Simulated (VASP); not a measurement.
Al4Mo7W5:

```
Al Mo W
1.0
     6.35869    0.00000    0.00000
     0.00000    6.35869    0.00000
     0.00000    0.00000    6.35869
Al Mo W
4 7 5
Direct
  0.50282 0.00327 0.00023
  0.00357 0.99789 0.50015
  0.50240 0.99663 0.50137
  0.49959 0.50141 0.50312
  0.00261 0.99881 0.00044
  0.99974 0.49896 0.00577
  0.49772 0.49815 0.99581
  0.74744 0.24970 0.25294
  0.99115 0.50385 0.50331
  0.75064 0.74837 0.24568
  0.74751 0.75362 0.74846
  0.25050 0.25238 0.24578
  0.25382 0.75212 0.24971
  0.25599 0.25274 0.75309
  0.75122 0.25103 0.75104
  0.25030 0.75276 0.74934
```

- Program: VASP 6.6.1
- Task: relaxation of cell and atoms
- Functional: PBE
- Potentials or basis: VASP PAW PBE potentials, release 64 (Al, Mo_sv, W_sv)
- Cutoff: 600 eV
- k mesh: 2 × 2 × 2, shifted
- Occupations: gaussian, width 0.1 eV
- Spin: no spin polarisation

At the start: pressure -5.8 GPa; volume 16.07 Å³/atom.

Q: How do energy, volume and symmetry change on relaxing?

A: Over 11 steps the energy falls by 15.7 meV/atom and the volume is 15.67 Å³/atom (-2.5 %); space group Cm (No. 8, to 0.05 Å).

The path:
| step | energy change (eV) | largest force (eV/Å) | pressure (GPa) | volume (Å³) |
| --- | --- | --- | --- | --- |
| 1 | 0.0000 | 0.8248 | -5.80 | 257.10 |
| 2 | 0.4407 | 0.4566 | 15.49 | 236.05 |
| 3 | -0.1694 | 0.6300 | 0.73 | 249.57 |
| 4 | -0.1695 | 0.6251 | 0.88 | 249.40 |
| 5 | -0.2335 | 0.2532 | 0.47 | 249.98 |
| 6 | -0.2409 | 0.1809 | 0.34 | 250.26 |
| 7 | -0.2485 | 0.0864 | -0.68 | 251.46 |
| 8 | -0.2485 | 0.0874 | -0.66 | 251.44 |
| 9 | -0.2505 | 0.0837 | 0.40 | 250.37 |
| 10 | -0.2514 | 0.0502 | 0.02 | 250.75 |
| 11 | -0.2519 | 0.0340 | 0.03 | 250.75 |

Final structure:
```
Al Mo W
1.0
     6.30830    0.00053    0.00049
     0.00053    6.30409    0.00051
     0.00049    0.00052    6.30523
Al Mo W
4 7 5
Direct
  0.50148 0.00138 0.00075
  0.99972 0.99943 0.49899
  0.49878 0.00065 0.50082
  0.50175 0.50178 0.50104
  0.00045 0.99991 0.00113
  0.00201 0.49996 0.99981
  0.50324 0.50011 0.99988
  0.75112 0.25161 0.24997
  0.99982 0.50137 0.49941
  0.75175 0.74892 0.24824
  0.75169 0.75007 0.75165
  0.24791 0.25459 0.24785
  0.24911 0.74833 0.24788
  0.24720 0.25342 0.75278
  0.75353 0.25228 0.75195
  0.24746 0.74787 0.75406
```
